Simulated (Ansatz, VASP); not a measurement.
Two plane-wave programs on Re

The input INCAR:

```
SYSTEM = Re
PREC     = Accurate       ! precision mode
ENCUT    = 560            ! plane-wave cutoff, eV
EDIFF    = 1E-6           ! SCF threshold, eV
ISMEAR   = -1             ! smearing method
SIGMA    = 0.1            ! smearing width, eV
LREAL    = .False.        ! projectors in reciprocal space
LASPH    = .True.         ! aspherical terms in the spheres
NELM     = 120            ! most SCF steps
ALGO     = Normal         ! electronic algorithm
ISIF     = 2              ! what is computed and relaxed
LWAVE    = .False.        ! write WAVECAR
LCHARG   = .False.        ! write CHGCAR
GGA      = CA             ! functional
NBANDS   = 22             ! bands
GGA_COMPAT= .False.
```

File KPOINTS:

```
Automatic mesh
0
Gamma
  3 3 2
  0 0 0
```

File POSCAR:

```
Re
1.0
    2.7391880258      0.0000000000      0.0000000000
   -1.3695940129      2.3722064161      0.0000000000
    0.0000000000      0.0000000000      4.4118668232
Re
2
Direct
    0.3333333333      0.6666666667      0.2500000000
    0.6666666667      0.3333333333      0.7500000000
```

Input for Ansatz:

```yaml
crystal:
  lattice:
    - [2.7391880258, 0.0, 0.0]
    - [-1.3695940129, 2.3722064161, 0.0]
    - [0.0, 0.0, 4.4118668232]
  atoms:
    - { symbol: Re, position: [0.3333333333, 0.6666666667, 0.25] }
    - { symbol: Re, position: [0.6666666667, 0.3333333333, 0.75] }
hamiltonian:
  xc: lda
  pseudopotentials:
    kind: paw
    azcp:
      Re: "pseudopotentials/Re.paw.azcp"
basis:
  ecutwfc: 420
  fft_grid_basis: typed
kpoints:
  mp_grid: { grid: [3, 3, 2], shift: [0, 0, 0] }
magnetization:
  spin_polarized: false
scf:
  occupations: { method: fermi_dirac, width: 0.1 }
  lower_state_search: "off"
output:
  stress: true
```

Alike in both runs: task single point; functional LDA; k mesh 3 × 3 × 2; occupations fermi-dirac, width 0.1 eV; no spin polarisation.

|  | VASP | Ansatz |
| --- | --- | --- |
| version | VASP 6.6.1 | Ansatz 0.2.0 |
| potentials or method | VASP PAW LDA potentials, release 64 (Re_sv_GW), cutoff 560 eV | plane waves (420 eV) with PAW, scalar-relativistic |
| valence electrons in the cell | 30 | 30 |

|  | VASP | Ansatz | Ansatz less VASP |
| --- | --- | --- | --- |
| pressure (GPa) | 11.5 | 11.3 | -0.13 |
| traceless stress, the component that is largest in VASP (GPa) | 2.61 | 2.64 | +0.029 |

Ansatz warns that its potentials were made for another functional, while VASP's fit it. LDA's correlation is that of Perdew and Zunger in VASP and of Perdew and Wang (1992) in Ansatz.

The k mesh is coarse, so the values compare programs but aren't converged. Spin-orbit coupling is off throughout.
